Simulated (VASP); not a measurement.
Wanted: the native input for a VASP 6.6.1 run.

* Task: relaxation of cell and atoms
* Functional: LDA
* Potentials or basis: VASP PAW LDA potentials, release 64 (B, P)
* Cutoff: 500 eV
* k mesh: 10 × 10 × 10
* Occupations: gaussian, width 0.01 eV
* Spin: no spin polarisation
* Target pressure: 22 GPa
* Dipole correction: no
* Further INCAR settings: ALGO = Normal; EDIFF = 1e-07; IBRION = 2; EDIFFG = -0.001; NSW = 80; ISIF = 3

The structure of BP lies in POSCAR:

```
BP
1.0
    0.0000000000      2.2034501388      2.2034501388
    2.2034501388      0.0000000000      2.2034501388
    2.2034501388      2.2034501388      0.0000000000
B P
1 1
Direct
    0.0000000000      0.0000000000      0.0000000000
    0.7500000000      0.7500000000      0.7500000000
```

The input as run:

INCAR

```
SYSTEM = BP
PREC = Accurate
ENCUT = 500
EDIFF = 1E-7
ISMEAR = 0
SIGMA = 0.01
LREAL = .False.
LASPH = .True.
NELM = 120
ALGO = Normal
ISIF = 3
LWAVE = .False.
LCHARG = .False.
GGA = CA
IBRION = 2
NSW = 80
EDIFFG = -0.001
PSTRESS = 220.0
GGA_COMPAT = .False.
NELMIN = 4
```

KPOINTS

```
regular mesh
0
Gamma
  10 10 10
  0 0 0
```

Potentials or basis: VASP PAW LDA potentials, release 64 (B, P).

Command:

```bash
$ cat potpaw_LDA.64/B/POTCAR potpaw_LDA.64/P/POTCAR > POTCAR
$ mpirun -np 1 vasp_std > vasp.out
```

Results of the run:

```json
{
  "Relaxed volume": "10.20 Å³/atom",
  "Relaxed cell": "a = 3.067 Å, b = 3.067 Å, c = 3.067 Å, α = 60.00°, β = 60.00°, γ = 60.00°",
  "Space group after relaxing (to 0.05 Å)": "F-43m (No. 216)",
  "Energy change on relaxing (the enthalpy is what falls)": "+50.5 meV/atom",
  "Ionic steps": "6",
  "Pressure after relaxing": "22.0 GPa",
  "Band gap on the k mesh": "1.03 eV, indirect (least direct gap 3.63 eV)"
}
```

Caveat: the cell is relaxed towards a set pressure, so the enthalpy falls and the energy may rise.

It took 36 s on 1 thread of Intel Xeon 8259CL, on a shared host, peak memory 0.13 GiB.
